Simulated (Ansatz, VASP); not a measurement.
In4Sb3As in VASP and in Ansatz

```xyz
8
Lattice="4.6167 0.0000 0.0000 0.0000 4.6167 0.0000 0.0000 0.0000 13.0296" Properties=species:S:1:pos:R:3 pbc="T T T"
In    2.3083    0.0000   11.3447
In    0.0000    2.3083    1.6849
In    2.3083    0.0000    5.0465
In    0.0000    2.3083    7.9831
Sb    0.0000    0.0000    0.0000
Sb    2.3083    2.3083    3.3647
Sb    2.3083    2.3083    9.6649
As    0.0000    0.0000    6.5148
```

Alike in both runs: functional PBE; k mesh 8 × 8 × 4; occupations gaussian, width 0.1 eV; no spin polarisation.

Ansatz relaxed the structure, and its values are those at the end. VASP's run is a single point on that final structure, the one shown.

|  | VASP | Ansatz |
| --- | --- | --- |
| version | VASP 6.6.1 | Ansatz 0.2.0 |
| potentials or method | VASP PAW PBE potentials, release 64 (In_d, Sb, As), cutoff 520 eV | scalar-relativistic, plane waves, PAW |
| valence electrons in the cell | 72 | 112 |

|  | VASP | Ansatz | Ansatz less VASP |
| --- | --- | --- | --- |
| gap on the k mesh at the Fermi level (eV) | none | none | - |
| pressure (GPa) | 0.0 | 0.0 | +0.01 |

A gap of «none» marks a metal or a gap that the smearing closes. With one functional, cell and mesh, what is left measures potentials, basis and numerics. VASP's potentials hold 72 valence electrons a cell and Ansatz's 112, so a difference there can come from the potentials and not from the codes.

Neither program's run includes spin-orbit coupling.
